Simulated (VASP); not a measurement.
# CdSe (F-43m) in VASP: settings compared

Aim: see how the results for CdSe move with the level of theory and the settings. Levels: r2SCANh, r2SCAN, LDA. Tasks: single point.

Program: VASP 6.6.1. These are calculated values, not measurements. Logs are shortened: lines on timing, memory, paths and dates and some standing lists are left out, and cuts for length are marked.

## Step 1: The cell of the first run

The structure is cubic, space group F-43m (No. 216). Conventional cell: a = 6.099 Å, b = 6.099 Å, c = 6.099 Å, α = 90.00°, β = 90.00°, γ = 90.00°. Cd (site symmetry -43m) has 4 Se at 2.64 Å within 3.5 Å. Se (site symmetry -43m) has 4 Cd at 2.64 Å within 3.5 Å.

## Step 2: Single point, r2SCANh

Contents of POSCAR:

```
CdSe
1.0
    0.0000000000      3.0496647307      3.0496647307
    3.0496647307      0.0000000000      3.0496647307
    3.0496647307      3.0496647307      0.0000000000
Cd Se
1 1
Direct
    0.0000000000      0.0000000000      0.0000000000
    0.2500000000      0.2500000000      0.2500000000
```

Contents of INCAR.step1:

```
SYSTEM = CdSe
PREC = Accurate
ENCUT = 520
EDIFF = 1E-5
ISMEAR = -1
SIGMA = 0.05
LREAL = .FALSE.
LASPH = .TRUE.
NELM = 60
ALGO = Normal
ISIF = 2
LWAVE = .TRUE.
NBANDS = 16
GGA = PE
```

Contents of INCAR.step2:

```
SYSTEM = CdSe
PREC = Accurate
ENCUT = 520
EDIFF = 1E-7
ISMEAR = -1
SIGMA = 0.05
LREAL = .FALSE.
LASPH = .TRUE.
NELM = 60
ALGO = Normal
ISIF = 2
LWAVE = .FALSE.
LCHARG = .TRUE.
METAGGA = R2SCAN
LHFCALC = .TRUE.
AEXX = 0.1
LMIXTAU = .TRUE.
PRECFOCK = Normal
LELF = .TRUE.
LVHAR = .TRUE.
NBANDS = 16
ISTART = 1
```

Contents of KPOINTS:

```
regular mesh
0
G
  4 4 4
  0 0 0
```

Potentials or basis: VASP PAW PBE potentials, release 64 (Cd, Se).

Command:

```
> cat potpaw_PBE.64/Cd/POTCAR potpaw_PBE.64/Se/POTCAR > POTCAR
> cp INCAR.step1 INCAR
> mpirun -np 1 vasp_std > vasp.out
> cp INCAR.step2 INCAR
> mpirun -np 1 vasp_std > vasp.out
```

OUTCAR:

```text
SYSTEM = CdSe
   PREC = Accurate
   ENCUT = 520
   EDIFF = 1E-7
   ISMEAR = -1
   LREAL = .FALSE.
   LASPH = .TRUE.
   NELM = 60
   ISIF = 2
   METAGGA = R2SCAN
   LHFCALC = .TRUE.
   AEXX = 0.1
   PRECFOCK = Normal
   ISTART = 1

 ion  position               nearest neighbor table
   1  0.000  0.000  0.000-   2 2.64   2 2.64   2 2.64   2 2.64
   2  0.250  0.250  0.250-   1 2.64   1 2.64   1 2.64   1 2.64

  LATTYP: Found a face centered cubic cell.
 ALAT       =     6.0993294614

  Lattice vectors:

 A1 = (   0.0000000000,   3.0496647307,   3.0496647307)
 A2 = (   3.0496647307,   0.0000000000,   3.0496647307)
 A3 = (   3.0496647307,   3.0496647307,   0.0000000000)

Analysis of symmetry for initial positions (statically):
=====================================================================
 Subroutine PRICEL returns:
 Original cell was already a primitive cell.

 Routine SETGRP: Setting up the symmetry group for a
 face centered cubic supercell.

 Subroutine GETGRP returns: Found 24 space group operations
 (whereof 24 operations were pure point group operations)
 out of a pool of 48 trial point group operations.

The static configuration has the point symmetry T_d .

Analysis of symmetry for dynamics (positions and initial velocities):
=====================================================================
 Subroutine PRICEL returns:
 Original cell was already a primitive cell.

 Routine SETGRP: Setting up the symmetry group for a
 face centered cubic supercell.

 Subroutine GETGRP returns: Found 24 space group operations
 (whereof 24 operations were pure point group operations)
 out of a pool of 48 trial point group operations.

The dynamic configuration has the point symmetry T_d .

 Subroutine INISYM returns: Found 24 space group operations
 (whereof 24 operations are pure point group operations),
 and found     1 'primitive' translations

----------------------------------------------------------------------------------------

                                     Primitive cell

  volume of cell :      56.7265

  direct lattice vectors                    reciprocal lattice vectors
     0.000000000  3.049664731  3.049664731    -0.163952449  0.163952449  0.163952449
     3.049664731  0.000000000  3.049664731     0.163952449 -0.163952449  0.163952449
     3.049664731  3.049664731  0.000000000     0.163952449  0.163952449 -0.163952449

  length of vectors
     4.312877223  4.312877223  4.312877223     0.283973971  0.283973971  0.283973971

  position of ions in fractional coordinates (direct lattice)
     0.000000000  0.000000000  0.000000000
     0.250000000  0.250000000  0.250000000

  ion indices of the primitive-cell ions
   primitive index   ion index
                 1           1
                 2           2

----------------------------------------------------------------------------------------

 KPOINTS: regular mesh

Automatic generation of k-mesh.
 Grid dimensions read from file:
 generate k-points for:    4    4    4

 Generating k-lattice:

  Cartesian coordinates                     Fractional coordinates (reciprocal lattice)
    -0.040988112  0.040988112  0.040988112     0.250000000  0.000000000  0.000000000
     0.040988112 -0.040988112  0.040988112     0.000000000  0.250000000  0.000000000
     0.040988112  0.040988112 -0.040988112     0.000000000  0.000000000  0.250000000

  Length of vectors
     0.070993493  0.070993493  0.070993493

  Shift w.r.t. Gamma in fractional coordinates (k-lattice)
     0.000000000  0.000000000  0.000000000

 Subroutine IBZKPT returns following result:
 ===========================================

 Found      8 irreducible k-points:

 Following reciprocal coordinates:
            Coordinates               Weight
  0.000000  0.000000  0.000000      1.000000
  0.250000  0.000000  0.000000      8.000000
  0.500000  0.000000  0.000000      4.000000
  0.250000  0.250000  0.000000      6.000000
  0.500000  0.250000  0.000000     24.000000
 -0.250000  0.250000  0.000000     12.000000
  0.500000  0.500000  0.000000      3.000000
 -0.250000  0.500000  0.250000      6.000000
   k-points           NKPTS =      8   k-points in BZ     NKDIM =     64   number of bands    NBANDS=     16
   number of dos      NEDOS =    301   number of ions     NIONS =      2
   total plane-waves  NPLWV =  32768
   dimension x,y,z NGX =    32 NGY =   32 NGZ =   32
   dimension x,y,z NGXF=    64 NGYF=   64 NGZF=   64
   ions per type =               1   1
   NGX,Y,Z   is equivalent  to a cutoff of  12.33, 12.33, 12.33 a.u.
   NGXF,Y,Z  is equivalent  to a cutoff of  24.67, 24.67, 24.67 a.u.
 SYSTEM =  CdSe
   PREC   = accura    normal or accurate (medium, high low for compatibility)
   ISTART =      1    job   : 0-new  1-cont  2-samecut
   ICHARG =      0    charge: 1-file 2-atom 10-const
   ISPIN  =      1    spin polarized calculation?
   LNONCOLLINEAR =      F non collinear calculations
   LSORBIT =      F    spin-orbit coupling
   LASPH  =      T    aspherical Exc in radial PAW
   ENCUT  =  520.0 eV  38.22 Ry    6.18 a.u.   8.02  8.02  8.02*2*pi/ulx,y,z
   NELM   =     60;   NELMIN=  2; NELMDL=  0     # of ELM steps
   EDIFF  = 0.1E-06   stopping-criterion for ELM
   LREAL  =      F    real-space projection
   EDIFFG = 0.1E-05   stopping-criterion for IOM
   NSW    =      0    number of steps for IOM
   IBRION =     -1    ionic relax: 0-MD 1-quasi-New 2-CG
   NFREE  =      0    steps in history (QN), initial steepest desc. (CG)
   ISIF   =      2    stress and relaxation
   ISYM   =      3    0-nonsym 1-usesym 2-fastsym
   POTIM  = 0.5000    time-step for ionic-motion
   TEBEG  =    0.0;   TEEND  =   0.0 temperature during run
   PSTRESS=    0.0 pullay stress
   NELECT =      18.0000    total number of electrons
   NUPDOWN=      -1.0000    fix difference up-down
   EMIN   =  10.00;   EMAX   =-10.00  energy-range for DOS
   EFERMI =   0.00;   METHOD = LEGACY
   ISMEAR =    -1;   SIGMA  =   0.05  broadening in eV -4-tet -1-fermi 0-gaus
   EFERMI_NEDOS =   21; number of points for ismear=-14 and -15
   IALGO  =     38    algorithm
   IMIX   =      1    mixing-type and parameters
     AMIX     =   0.40;   BMIX     =  1.00
     AMIX_MAG =   1.60;   BMIX_MAG =  1.00
  volume/ion in A,a.u.               =      28.36       191.40
  Fermi-wavevector in a.u.,A,eV,Ry     =   1.116615  2.110097 16.964148  1.246830
  Thomas-Fermi vector in A             =   2.253231
   LORBIT       =      0    0 simple, 1 ext, 2 COOP (PROOUT), +10 PAW based schemes
   METAGGA = R2SCAN    functional components
   LHFCALC =     T    Hartree Fock is set to
   PRECFOCK=normal    Normal, Fast or Accurate (Low or Medium for compatibility)
   ENCUT4O =  -1.0   cutoff for four orbital integrals eV
   NKREDX  =     1    reduce k-point grid by
   NKREDY  =     1    reduce k-point grid by
   NKREDZ  =     1    reduce k-point grid by
   AEXX    =    0.1000 exact exchange contribution
   HFSCREEN=    0.0000 screening length (either q_TF or 0.3 A-1)
   HFSCREENC=   0.0000 screening length for correlation (either q_TF or 0.3 A-1)
   ENCUTFOCK=  -1.0 apply spherical cutoff to Coloumb kernel
   IVDW    =     0    specifies the selected vdW correction
   LEPSILON=     F    determine dielectric tensor
   LRPA    =     F    only Hartree local field effects (RPA)
 non-spin polarized calculation
  energy-cutoff  :      520.00
  volume of cell :       56.73
 maximum number of plane-waves:      1540
  NGX = 28; NGY = 28; NGZ = 28

 number of electron      18.0000005 magnetization

 Free energy of the ion-electron system (eV)
  ---------------------------------------------------
  ext. energy  EPLUGINS =         0.00000000
  ---------------------------------------------------
  free energy    TOTEN  =       -33.68359484 eV

  energy without entropy =      -33.68359484  energy(sigma->0) =      -33.68359484

 E-fermi :   1.0948     XC(G=0):  -8.5625

 val. band max:        0.2518787971   @ k =   0.0000   0.0000   0.0000
 cond. band min:       1.8822919789   @ k =   0.0000   0.0000   0.0000
 fundamental gap:      1.6304131818
 Fermi energy:         1.0947905303

 k-point     1 :       0.0000    0.0000    0.0000
  band No.  band energies     occupation
      1     -13.1219      2.00000
      2      -8.3808      2.00000
      3      -8.3808      2.00000
      4      -8.3808      2.00000
      5      -7.9948      2.00000
      6      -7.9948      2.00000
      7       0.2519      2.00000
      8       0.2519      2.00000
      9       0.2519      2.00000
     10       1.8823      0.00000
     11       7.3523      0.00000
     12       7.3523      0.00000
     13       7.3523      0.00000
     14      11.2152      0.00000
     15      12.5602      0.00000
     16      12.5602      0.00000

 k-point     2 :       0.2500    0.0000    0.0000
  band No.  band energies     occupation
      1     -12.9301      2.00000
      2      -8.3252      2.00000
      3      -8.3252      2.00000
      4      -8.1503      2.00000
      5      -7.9927      2.00000
      6      -7.9927      2.00000
      7      -2.4327      2.00000
      8      -0.1584      2.00000
      9      -0.1584      2.00000
     10       3.5829      0.00000
     11       7.2860      0.00000
     12       7.8728      0.00000
     13       7.8728      0.00000
     14      11.4426      0.00000
     15      11.4834      0.00000
     16      11.4834      0.00000

 k-point     3 :       0.5000    0.0000    0.0000
  band No.  band energies     occupation
      1     -12.7363      2.00000
      2      -8.2838      2.00000
      3      -8.2838      2.00000
      4      -7.9726      2.00000
      5      -7.9726      2.00000
      6      -7.6815      2.00000
      7      -4.2610      2.00000
      8      -0.5167      2.00000
      9      -0.5167      2.00000
     10       3.7018      0.00000
     11       7.7989      0.00000
     12       7.7989      0.00000
     13       8.6898      0.00000
     14      11.4682      0.00000
     15      13.7402      0.00000
     16      13.7402      0.00000

 k-point     4 :       0.2500    0.2500    0.0000
  band No.  band energies     occupation
      1     -12.8676      2.00000
      2      -8.2584      2.00000
      3      -8.2584      2.00000
      4      -8.1989      2.00000
      5      -7.9966      2.00000
      6      -7.9663      2.00000
      7      -2.3033      2.00000
      8      -0.8073      2.00000
      9      -0.8073      2.00000
     10       4.5485      0.00000
     11       5.5014      0.00000
     12       9.1279      0.00000
     13       9.1431      0.00000
     14       9.1431      0.00000
     15      13.1111      0.00000
     16      14.7668      0.00000

 k-point     5 :       0.5000    0.2500    0.0000
  band No.  band energies     occupation
      1     -12.6774      2.00000
      2      -8.2346      2.00000
      3      -8.1983      2.00000
      4      -8.0572      2.00000
      5      -7.9616      2.00000
      6      -7.6433      2.00000
      7      -3.7830      2.00000
      8      -1.7996      2.00000
      9      -1.1298      2.00000
     10       4.9696      0.00000
     11       6.4429      0.00000
     12       8.4548      0.00000
     13       9.3920      0.00000
     14      11.4133      0.00000
     15      13.9738      0.00000
     16      14.6146      0.00000

 k-point     6 :      -0.2500    0.2500    0.0000
  band No.  band energies     occupation
      1     -12.7398      2.00000
      2      -8.2553      2.00000
      3      -8.2545      2.00000
      4      -8.0070      2.00000
      5      -8.0035      2.00000
      6      -7.7686      2.00000
      7      -3.4280      2.00000
      8      -1.8636      2.00000
      9      -0.5402      2.00000
     10       5.1327      0.00000
     11       7.0867      0.00000
     12       7.6716      0.00000
     13       8.5708      0.00000
     14      11.0384      0.00000
     15      12.8921      0.00000
     16      14.6645      0.00000

 k-point     7 :       0.5000    0.5000    0.0000
  band No.  band energies     occupation
      1     -12.6157      2.00000
      2      -8.1677      2.00000
      3      -8.1180      2.00000
      4      -8.1180      2.00000
      5      -7.9376      2.00000
      6      -7.6047      2.00000
      7      -3.9264      2.00000
      8      -1.6601      2.00000
      9      -1.6601      2.00000
     10       4.2580      0.00000
     11       5.0159      0.00000
     12      10.5965      0.00000
     13      11.8987      0.00000
     14      11.8987      0.00000
     15      13.9606      0.00000
     16      14.9491      0.00000

 k-point     8 :      -0.2500    0.5000    0.2500
  band No.  band energies     occupation
      1     -12.6169      2.00000
      2      -8.1858      2.00000
      3      -8.1856      2.00000
      4      -8.0313      2.00000
      5      -7.9894      2.00000
      6      -7.4828      2.00000
      7      -3.7953      2.00000
      8      -2.0773      2.00000
      9      -2.0105      2.00000
     10       6.3406      0.00000
     11       6.4526      0.00000
     12       7.9367      0.00000
     13       8.8733      0.00000
     14      12.2343      0.00000
     15      14.2115      0.00000
     16      14.7413      0.00000

------------------------ aborting loop because EDIFF is reached ----------------------------------------

  FORCE on cell =-STRESS in cart. coord.  units (eV):
  Direction    XX          YY          ZZ          XY          YZ          ZX
  --------------------------------------------------------------------------------------
  -------------------------------------------------------------------------------------
  Total        0.3558507      0.3558507      0.3558507      0.0000000     -0.0000000     -0.0000000
  in kB       10.0506039     10.0506039     10.0506039      0.0000000     -0.0000000     -0.0000000
  external PRESSURE =      10.0506039 kB  Pullay stress =       0.0000000 kB

 VOLUME and BASIS-vectors are now :
 -----------------------------------------------------------------------------
  energy-cutoff  :      520.00
  volume of cell :       56.73
      direct lattice vectors                 reciprocal lattice vectors
     0.000000000  3.049664731  3.049664731    -0.163952449  0.163952449  0.163952449
     3.049664731  0.000000000  3.049664731     0.163952449 -0.163952449  0.163952449
     3.049664731  3.049664731  0.000000000     0.163952449  0.163952449 -0.163952449

 POSITION                                       TOTAL-FORCE (eV/Angst)
 -----------------------------------------------------------------------------------
      0.00000      0.00000      0.00000         0.000000      0.000000     -0.000000
      1.52483      1.52483      1.52483        -0.000000     -0.000000      0.000000
 -----------------------------------------------------------------------------------
    total drift:                                0.000014      0.000018      0.000010

  FREE ENERGIE OF THE ION-ELECTRON SYSTEM (eV)
  ---------------------------------------------------
  free  energy   TOTEN  =       -33.6835948446 eV

  energy  without entropy=      -33.6835948368  energy(sigma->0) =      -33.68359484
```

It took 17 min on 1 thread of Intel Xeon Platinum 8175M at 2.50GHz (Skylake/Cascade Lake), shared host; peak memory 0.2 GiB.

Results:

```
Free energy            : -33.6836 eV
Pressure               : 1.0 GPa
Band gap on the k mesh : 1.63 eV
```

Caveat: the k points lie up to 0.45 Å⁻¹ apart; the PAW data sets were made with another functional, which shifts forces and pressure a little.

[end of part 1 of 3]
